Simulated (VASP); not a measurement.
## Cu5Mo: relaxation of cell and atoms with PBE

Cu5Mo:

```
Cu Mo
1.0
     4.27414    0.00000    0.00000
    -2.13707    3.70151    0.00000
     0.00000    0.00000    6.23393
Cu Mo
5 1
Direct
  0.33333 0.66667 0.28832
  0.33333 0.66667 0.71168
  0.66667 0.33333 0.71168
  0.66667 0.33333 0.28832
  0.00000 0.00000 0.00000
  0.00000 0.00000 0.50000
```

The cell was built from a structure type or drawn by symmetry, and may not be a known phase.

```yaml
Program: VASP 6.6.1
Task: relaxation of cell and atoms
Functional: PBE
Potentials_or_basis: VASP PAW PBE potentials, release 64 (Cu, Mo_sv)
Cutoff: 600 eV
k_mesh: 6 × 6 × 4
Occupations: gaussian, width 0.1 eV
Spin: no spin polarisation
Dipole_correction: no
Further_INCAR_settings: ALGO = Fast; EDIFF = 1e-07; IBRION = 2; EDIFFG = -0.04; NSW = 90; ISIF = 3
```

```json
{
 "Relaxed volume": "12.90 Å³/atom",
 "Relaxed cell": "a = 4.166 Å, b = 4.166 Å, c = 5.150 Å, α = 90.00°, β = 90.00°, γ = 120.00°",
 "Space group after relaxing (to 0.1 Å)": "P6/mmm (No. 191)",
 "Energy gained by relaxing": "298.0 meV/atom",
 "Ionic steps": "13",
 "Pressure after relaxing": "-0.5 GPa",
 "Largest force after relaxing": "0.009 eV/Å",
 "Band gap on the k mesh": "zero (an odd number of electrons rules out a gap without spin polarisation)"
}
```

Forces in eV/Å, atoms in the order of the input:
```
Cu   0.000  0.000 -0.009
Cu   0.000  0.000  0.009
Cu   0.000  0.000  0.009
Cu   0.000  0.000 -0.009
Cu   0.000  0.000  0.000
Mo   0.000  0.000  0.000
```

The path:
| step | energy change (eV) | largest force (eV/Å) | pressure (GPa) | volume (Å³) |
| --- | --- | --- | --- | --- |
| 1 | 0.0000 | 0.0216 | -14.08 | 98.63 |
| 2 | -0.7725 | 1.4107 | 8.33 | 79.39 |
| 3 | -0.8457 | 1.0291 | 1.28 | 83.08 |
| 4 | -1.2435 | 1.1161 | 2.08 | 80.22 |
| 5 | -1.3701 | 1.0888 | 12.01 | 73.16 |
| 6 | -1.4794 | 1.2969 | 5.71 | 76.45 |
| 7 | -1.4931 | 1.2863 | 7.09 | 75.50 |
| 8 | -1.7100 | 0.3314 | -0.81 | 78.00 |
| 9 | -1.7108 | 0.2740 | -1.25 | 78.17 |
| 10 | -1.7625 | 0.1656 | -0.41 | 77.53 |
| 11 | -1.7857 | 0.0615 | 1.01 | 76.73 |
| 12 | -1.7857 | 0.0557 | 1.10 | 76.68 |
| 13 | -1.7879 | 0.0090 | -0.46 | 77.42 |

Final structure:
```cif
data_structure
_symmetry_space_group_name_H-M 'P 1'
_symmetry_Int_Tables_number 1
_cell_length_a 4.1664
_cell_length_b 4.1664
_cell_length_c 5.1499
_cell_angle_alpha 90.000
_cell_angle_beta 90.000
_cell_angle_gamma 120.000
_cell_volume 77.42
loop_
_atom_site_label
_atom_site_type_symbol
_atom_site_fract_x
_atom_site_fract_y
_atom_site_fract_z
_atom_site_occupancy
Cu1 Cu 0.33333 0.66667 0.24656 1
Cu2 Cu 0.33333 0.66667 0.75344 1
Cu3 Cu 0.66667 0.33333 0.75344 1
Cu4 Cu 0.66667 0.33333 0.24656 1
Cu5 Cu 0.00000 0.00000 0.00000 1
Mo1 Mo 0.00000 0.00000 0.50000 1
```

Levels at points of the mesh, in eV from the Fermi level:
| k point | band 30 | band 31 | band 32 | band 33 | band 34 | band 35 | band 36 | band 37 | band 38 | band 39 |
| --- | --- | --- | --- | --- | --- | --- | --- | --- | --- | --- |
| (0.00, 0.00, 0.00) | -1.81 | -1.53 | -0.37 | -0.37 | 0.07 | 0.86 | 0.86 | 2.44 | 4.98 | 4.98 |
| (0.50, 0.00, 0.00) | -1.75 | -1.69 | -0.52 | -0.36 | -0.13 | -0.05 | 0.68 | 0.73 | 0.79 | 0.85 |
| (0.00, 0.00, 0.50) | -1.87 | -1.87 | -0.64 | -0.26 | -0.26 | 0.57 | 0.57 | 5.32 | 5.32 | 5.81 |
| (0.50, 0.00, 0.50) | -1.94 | -1.71 | -1.66 | -1.60 | -1.13 | -0.37 | 0.71 | 1.03 | 1.30 | 2.92 |

Wall time 13 min on 1 thread of Intel(R) Xeon(R) 6975P-C (Granite Rapids), on a shared host, peak memory 0.31 GiB.

Caveat: the volume moved by over 15 % at a fixed basis, so the end points are rough.
